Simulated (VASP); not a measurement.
# C (Fmmm) in VASP: further runs

C is run at these levels: PBEsol; tasks: single point.

Program: VASP 6.6.1. These are calculated values, not measurements. Logs are shortened: lines on timing, memory, paths and dates and some standing lists are left out, and cuts for length are marked.

### 1 The cell of the first run

The structure is orthorhombic, space group Fmmm (No. 69). Conventional cell: a = 2.456 Å, b = 4.254 Å, c = 6.696 Å, α = 90.00°, β = 90.00°, γ = 90.00°. C (site symmetry m2m) has 3 C at 1.42 Å within 1.9 Å.

### 2 Single point, PBEsol

Input file INCAR:

```
SYSTEM = C
PREC = Accurate
ENCUT = 520
EDIFF = 1E-6
ISMEAR = -1
SIGMA = 0.1
LREAL = .False.
LASPH = .True.
NELM = 80
ALGO = Normal
ISIF = 2
LWAVE = .False.
LCHARG = .False.
GGA = PS
NBANDS = 11
```

Input file KPOINTS:

```
regular mesh
0
Gamma
  14 14 14
  0 0 0
```

Input file POSCAR:

```
C
1.0
    0.0000000000      2.1270000000      3.3480000000
    1.2280000000      0.0000000000      3.3480000000
    1.2280000000      2.1270000000      0.0000000000
C
2
Direct
    0.1666666667      0.8333333333      0.1666666667
    0.8333333333      0.1666666667      0.8333333333
```

Potentials or basis: VASP PAW PBE potentials, release 64 (C).

Started as:

```
> cat potpaw_PBE.64/C/POTCAR > POTCAR
> mpirun -np 1 vasp_std > vasp.out
```

OUTCAR:

```text
SYSTEM = C
   PREC = Accurate
   ENCUT = 520
   EDIFF = 1E-6
   ISMEAR = -1
   LREAL = .False.
   LASPH = .True.
   NELM = 80
   ISIF = 2
   GGA = PS

 ion  position               nearest neighbor table
   1  0.167  0.833  0.167-   2 1.42   2 1.42   2 1.42
   2  0.833  0.167  0.833-   1 1.42   1 1.42   1 1.42

  LATTYP: Found a face centered orthorhombic cell.
 ALAT       =     2.4560000000
 B/A-ratio  =     1.7320846906
 C/A-ratio  =     2.7263843648

  Lattice vectors:

 A1 = (   0.0000000000,   2.1270000000,   3.3480000000)
 A2 = (   1.2280000000,   0.0000000000,   3.3480000000)
 A3 = (   1.2280000000,   2.1270000000,   0.0000000000)

Analysis of symmetry for initial positions (statically):
=====================================================================
 Subroutine PRICEL returns:
 Original cell was already a primitive cell.

 Routine SETGRP: Setting up the symmetry group for a
 face centered orthorhombic supercell.

 Subroutine GETGRP returns: Found  8 space group operations
 (whereof  8 operations were pure point group operations)
 out of a pool of  8 trial point group operations.

The static configuration has the point symmetry D_2h.

Analysis of symmetry for dynamics (positions and initial velocities):
=====================================================================
 Subroutine PRICEL returns:
 Original cell was already a primitive cell.

 Routine SETGRP: Setting up the symmetry group for a
 face centered orthorhombic supercell.

 Subroutine GETGRP returns: Found  8 space group operations
 (whereof  8 operations were pure point group operations)
 out of a pool of  8 trial point group operations.

The dynamic configuration has the point symmetry D_2h.

 Subroutine INISYM returns: Found  8 space group operations
 (whereof  8 operations are pure point group operations),
 and found     1 'primitive' translations

----------------------------------------------------------------------------------------

                                     Primitive cell

  volume of cell :      17.4897

  direct lattice vectors                    reciprocal lattice vectors
     0.000000000  2.127000000  3.348000000    -0.407166124  0.235072873  0.149342891
     1.228000000  0.000000000  3.348000000     0.407166124 -0.235072873  0.149342891
     1.228000000  2.127000000  0.000000000     0.407166124  0.235072873 -0.149342891

  length of vectors
     3.966513961  3.566102635  2.456036034     0.493301943  0.493301943  0.493301943

  position of ions in fractional coordinates (direct lattice)
[... 81 lines left out ...]
   EDIFFG = 0.1E-04   stopping-criterion for IOM
   NSW    =      0    number of steps for IOM
   IBRION =     -1    ionic relax: 0-MD 1-quasi-New 2-CG
   NFREE  =      0    steps in history (QN), initial steepest desc. (CG)
   ISIF   =      2    stress and relaxation
   ISYM   =      2    0-nonsym 1-usesym 2-fastsym
   POTIM  = 0.5000    time-step for ionic-motion
   TEBEG  =    0.0;   TEEND  =   0.0 temperature during run
   PSTRESS=    0.0 pullay stress
   NELECT =       8.0000    total number of electrons
   NUPDOWN=      -1.0000    fix difference up-down
   EMIN   =  10.00;   EMAX   =-10.00  energy-range for DOS
   EFERMI =   0.00;   METHOD = LEGACY
   ISMEAR =    -1;   SIGMA  =   0.10  broadening in eV -4-tet -1-fermi 0-gaus
   EFERMI_NEDOS =   21; number of points for ismear=-14 and -15
   IALGO  =     38    algorithm
   IMIX   =      4    mixing-type and parameters
     AMIX     =   0.40;   BMIX     =  1.00
     AMIX_MAG =   1.60;   BMIX_MAG =  1.00
  volume/ion in A,a.u.               =       8.74        59.01
  Fermi-wavevector in a.u.,A,eV,Ry     =   1.261376  2.383654 21.647797  1.591068
  Thomas-Fermi vector in A             =   2.394838
   LORBIT       =      0    0 simple, 1 ext, 2 COOP (PROOUT), +10 PAW based schemes
   GGA     = PS    functional components
   LHFCALC =     F    Hartree Fock is set to
   AEXX    =    0.0000 exact exchange contribution
   IVDW    =     0    specifies the selected vdW correction
   LEPSILON=     F    determine dielectric tensor
   LRPA    =     F    only Hartree local field effects (RPA)
 non-spin polarized calculation
  energy-cutoff  :      520.00
  volume of cell :       17.49
 maximum number of plane-waves:       499
 NGX is ok and might be reduce to    30
   NGX = 15   NGY = 13   NGZ =  9

 number of electron       8.0000000 magnetization

 Free energy of the ion-electron system (eV)
  ---------------------------------------------------
  ext. energy  EPLUGINS =         0.00000000
  ---------------------------------------------------
  free energy    TOTEN  =       -19.28165053 eV

  energy without entropy =      -19.28077459  energy(sigma->0) =      -19.28121256

 E-fermi :   4.8613     XC(G=0): -10.5829

 val. band max:        4.8145427574   @ k =   0.5000  -0.1429   0.3571
 cond. band min:       5.1515156575   @ k =  -0.1429   0.2143   0.2857
 fundamental gap:      0.3369729001
 Fermi energy:         4.8612836862

 k-point     1 :       0.0000    0.0000    0.0000
  band No.  band energies     occupation
      1     -15.0214      2.00000
      2      -1.9400      2.00000
      3       1.7128      2.00000
      4       1.7399      2.00000
      5       8.7068      0.00000
      6      13.0632      0.00000
      7      13.1357      0.00000
      8      16.2347      0.00000
      9      17.6685      0.00000
     10      27.1625      0.00000
     11      30.2246      0.00000
[... 309 lines left out ...]
 k-point    24 :       0.2857    0.1429    0.0000
  band No.  band energies     occupation
      1     -14.4180      2.00000
      2      -2.2589      2.00000
      3      -0.0355      2.00000
      4       0.8206      2.00000
      5      11.2957      0.00000
      6      13.1731      0.00000
      7      14.6544      0.00000
      8      15.0460      0.00000
      9      18.5172      0.00000
     10      26.5799      0.00000
     11      28.5042      0.00000

 [... further k-points ...]
[... 5 lines left out ...]
  --------------------------------------------------------------------------------------
  -------------------------------------------------------------------------------------
  Total        0.2625763      0.2428069      0.1869081      0.0000000      0.0000000      0.0000000
  in kB       24.0538570     22.2428423     17.1221165      0.0000000      0.0000000      0.0000000
  external PRESSURE =      21.1396053 kB  Pullay stress =       0.0000000 kB

 VOLUME and BASIS-vectors are now :
 -----------------------------------------------------------------------------
  energy-cutoff  :      520.00
  volume of cell :       17.49
      direct lattice vectors                 reciprocal lattice vectors
     0.000000000  2.127000000  3.348000000    -0.407166124  0.235072873  0.149342891
     1.228000000  0.000000000  3.348000000     0.407166124 -0.235072873  0.149342891
     1.228000000  2.127000000  0.000000000     0.407166124  0.235072873 -0.149342891

 POSITION                                       TOTAL-FORCE (eV/Angst)
 -----------------------------------------------------------------------------------
      1.22800      0.70900      3.34800         0.000000      0.022285      0.000000
      1.22800      3.54500      3.34800         0.000000     -0.022285      0.000000
 -----------------------------------------------------------------------------------
    total drift:                               -0.000000     -0.000000     -0.000000

  FREE ENERGIE OF THE ION-ELECTRON SYSTEM (eV)
  ---------------------------------------------------
  free  energy   TOTEN  =       -19.2816505348 eV

  energy  without entropy=      -19.2807745935  energy(sigma->0) =      -19.28121256
```

OSZICAR:

```text
N       E                     dE             d eps       ncg     rms          rms(c)
DAV:   1    -0.631988686502E+00   -0.63199E+00   -0.41286E+03  9624   0.649E+02
DAV:   2    -0.200588579281E+02   -0.19427E+02   -0.18496E+02 12427   0.119E+02
DAV:   3    -0.204842088070E+02   -0.42535E+00   -0.42446E+00 11850   0.141E+01
DAV:   4    -0.204857087676E+02   -0.15000E-02   -0.14998E-02 10899   0.102E+00
DAV:   5    -0.204857147108E+02   -0.59432E-05   -0.59427E-05 11991   0.581E-02    0.645E+00
DAV:   6    -0.195697069902E+02    0.91601E+00   -0.79110E-01 10808   0.509E+00    0.372E+00
DAV:   7    -0.192799602466E+02    0.28975E+00   -0.86450E-01 11090   0.538E+00    0.981E-01
DAV:   8    -0.192818870830E+02   -0.19268E-02   -0.19081E-02 10477   0.887E-01    0.132E-01
DAV:   9    -0.192816051907E+02    0.28189E-03   -0.63189E-04 11440   0.152E-01    0.559E-02
DAV:  10    -0.192816512913E+02   -0.46101E-04   -0.10954E-04 10863   0.711E-02    0.270E-02
DAV:  11    -0.192816505348E+02    0.75646E-06   -0.49896E-06 11437   0.127E-02
   1 F= -.19281651E+02 E0= -.19281213E+02  d E =-.875941E-03
```

stdout:

```text
POSCAR found type information on POSCAR C
 POSCAR found :  1 types and       2 ions
 scaLAPACK will be used
 -----------------------------------------------------------------------------
|                                                                             |
|                                                                             |
|     You enforced a specific xc type in the INCAR file but a different       |
|     I HOPE YOU KNOW WHAT YOU ARE DOING!                                     |
|                                                                             |
 -----------------------------------------------------------------------------

 LDA part: xc-table for (Slater+PW92), standard interpolation
 POSCAR, INCAR and KPOINTS ok, starting setup
 FFT: planning ... GRIDC
 FFT: planning ... GRID_SOFT
 FFT: planning ... GRID
 WAVECAR not read
 entering main loop
```

It took 3.7 min on 1 thread of AMD EPYC, shared host; peak memory 0.15 GiB.

Results:

```
Free energy   : -19.2817 eV
Pressure      : 2.1 GPa
Largest force : 0.022 eV/Å
```

Forces on the atoms (eV/Å):
```
C    0.000  0.022  0.000
C    0.000 -0.022  0.000
```

Caveat: this functional lacks dispersion, which binds the layers, so the pressure and a relaxed spacing across them are unreliable; the PAW data sets were made with another functional, which shifts forces and pressure a little.

### 3 Single point, PBEsol

Input file INCAR:

```
  PREC = Accurate
  ENCUT = 520
  EDIFF = 1E-6
  ISMEAR = -1
  SIGMA = 0.1
  LREAL = F
  LASPH = T
  NELM = 80
  ALGO = Normal
  ISIF = 2
  LWAVE = F
  LCHARG = F
  GGA = PS
  NBANDS = 11
```

Input file KPOINTS:

```
regular mesh
0
Gamma
  14 14 14
```

POSCAR is that of step 2.

Potentials or basis: VASP PAW PBE potentials, release 64 (C).

Started as:

```
> cat potpaw_PBE.64/C/POTCAR > POTCAR
> mpirun -np 1 vasp_std > vasp.out
```

Run time: 3.5 min. Hardware: 1 thread of AMD EPYC, shared host; peak memory 0.15 GiB.

Results (log left out):

```
Free energy   : -19.2817 eV
Pressure      : 2.1 GPa
Largest force : 0.022 eV/Å
```

Forces on the atoms (eV/Å):
```
C    0.000  0.022  0.000
C    0.000 -0.022  0.000
```

Stress tensor (GPa, compression positive):
```
2.41 0.00 0.00
0.00 2.22 0.00
0.00 0.00 1.71
```

Caveat: this functional lacks dispersion, which binds the layers, so the pressure and a relaxed spacing across them are unreliable; the PAW data sets were made with another functional, which shifts forces and pressure a little.
